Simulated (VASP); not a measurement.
Here is a VASP 6.6.1 calculation.

File INCAR:

```
PREC = Accurate
ENCUT = 520
EDIFF = 1E-6
ISMEAR = -1
SIGMA = 0.08
LREAL = False
LASPH = True
NELM = 80
ALGO = Normal
ISIF = 2
LWAVE = False
LCHARG = False
NBANDS = 10
```

The input KPOINTS:

```
regular mesh
0
Gamma
  8 8 8
```

The input POSCAR:

```
Cs
1.0
    0.0000000000      3.8684204905      3.8684204905
    3.8684204905      0.0000000000      3.8684204905
    3.8684204905      3.8684204905      0.0000000000
Cs
1
Direct
    0.0000000000      0.0000000000      0.0000000000
```

Potentials or basis: VASP PAW LDA potentials, release 64 (Cs_sv).

Command:

```sh
$ cat potpaw_LDA.64/Cs_sv/POTCAR > POTCAR
$ mpirun -np 1 vasp_std > vasp.out
```

Task: What does it give for the band gap on the k mesh?

Result: Zero (an odd number of electrons rules out a gap without spin polarisation).

Task: Estimate the pressure.

Result: -0.3 GPa.

Caveat: spin-orbit coupling is left out, which moves the levels of the heavy elements.
